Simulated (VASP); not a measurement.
Set up this calculation in VASP 6.6.1, as the native input.

```yaml
Task: single point
Functional: PBE
Potentials_or_basis: VASP PAW PBE potentials, release 64 (Ba_sv, S)
Cutoff: 520 eV
k_mesh: 8 × 8 × 8
Occupations: fermi-dirac, width 0.02 eV
Spin: no spin polarisation
Dipole_correction: no
Further_INCAR_settings: ALGO = Normal; EDIFF = 1e-06; NBANDS = 15
```

The structure of BaS lies in POSCAR:

```
BaS
1.0
    0.0000000000      3.2119099263      3.0445694192
    3.2119099263      0.0000000000      3.0445694192
    3.2119099263      3.2119099263      0.0000000000
Ba S
1 1
Direct
    0.0000000000      0.0000000000      0.0000000000
    0.5000000000      0.5000000000      0.5000000000
```

This cell differs from its parent crystal: uniaxial z strain -5.2%.

These files were run (other wordings do the same):

INCAR

```
SYSTEM = BaS
PREC = Accurate ; ENCUT = 520
EDIFF = 1E-6 ; ISMEAR = -1
SIGMA = 0.02 ; LREAL = .FALSE.
LASPH = .TRUE. ; NELM = 80
ALGO = Normal ; ISIF = 2
LWAVE = .FALSE. ; LCHARG = .TRUE.
GGA = PE ; LELF = .TRUE.
LVHAR = .TRUE. ; NBANDS = 15
```

KPOINTS

```
Automatic mesh
0
G
  8 8 8
  0 0 0
```

Potentials or basis: VASP PAW PBE potentials, release 64 (Ba_sv, S).

Launch:

```console
$ cat potpaw_PBE.64/Ba_sv/POTCAR potpaw_PBE.64/S/POTCAR > POTCAR
$ mpirun -np 1 vasp_std > vasp.out
```

Results of the run:

```json
{
 "Pressure": "3.7 GPa",
 "Band gap on the k mesh": "1.85 eV (least direct gap 1.99 eV)"
}
```

Caveat: the cell differs from its parent crystal (uniaxial z strain -5.2%); the cell stands under pressure; spin-orbit coupling is left out, which moves the levels of the heavy elements.

Run time: 49 s on 1 thread of AMD EPYC 7R43 64-Core Processor (Zen 3) (shared host), peak memory 0.2 GiB.
